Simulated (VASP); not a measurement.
Write the native input for VASP 6.6.1 that does the following.

| Item | Value |
| --- | --- |
| Task | single point |
| Functional | PBE |
| Potentials or basis | VASP PAW PBE potentials, release 64 (Al, In_d, B, As) |
| Cutoff | 520 eV |
| k mesh | 3 × 3 × 4 |
| Occupations | gaussian, width 0.2 eV |
| Spin | no spin polarisation |
| Dipole correction | no |
| Further INCAR settings | ALGO = Normal; EDIFF = 1e-07; NBANDS = 29 |

The structure of AlIn2B2As lies in POSCAR:

```
AlIn2B2As
1.0
    4.3714854219     -3.7425368087      0.0853554098
    4.3714854219      3.7425368087      0.0853554098
   -2.3047481844      0.0000000000      3.5313934564
Al In B As
1 2 2 1
Direct
    0.9589127603      0.9589127603      0.1978338328
    0.8941858916      0.4132836686     -0.1089485582
    0.4132836686      0.8941858916     -0.1089485582
    0.7633484328      0.7633484328      0.3498106472
   -0.0187364924     -0.0187364924      0.7313350895
    0.5089267292      0.5089267292      0.2742996470
```

The cell was built from a structure type or drawn by symmetry, and may not be a known phase.

One way to write it, as run:

INCAR

```
SYSTEM = AlIn2B2As
PREC = Accurate ; ENCUT = 520
EDIFF = 1E-7 ; ISMEAR = 0
SIGMA = 0.2 ; LREAL = .FALSE.
LASPH = .TRUE. ; NELM = 100
ALGO = Normal ; ISIF = 2
LWAVE = .FALSE. ; LCHARG = .FALSE.
GGA = PE ; NBANDS = 29
```

KPOINTS

```
regular mesh
0
G
  3 3 4
  0 0 0
```

Potentials or basis: VASP PAW PBE potentials, release 64 (Al, In_d, B, As).

Run with:

```console
$ cat potpaw_PBE.64/Al/POTCAR potpaw_PBE.64/In_d/POTCAR potpaw_PBE.64/B/POTCAR potpaw_PBE.64/As/POTCAR > POTCAR
$ mpirun -np 1 vasp_std > vasp.out
```

Results of the run:

The pressure is 0.2 GPa. The largest force is 0.109 eV/Å and the band gap on the k mesh is zero (bands 20 and 21 overlap by 0.27 eV).

Caveat: the k points lie up to 0.44 Å⁻¹ apart; semilocal functionals underestimate gaps, so a narrow gap can read as zero; spin-orbit coupling is left out, which moves the levels of the heavy elements.

Run time: 110 s on 1 thread of Intel Xeon 8259CL (shared host), peak memory 0.29 GiB.
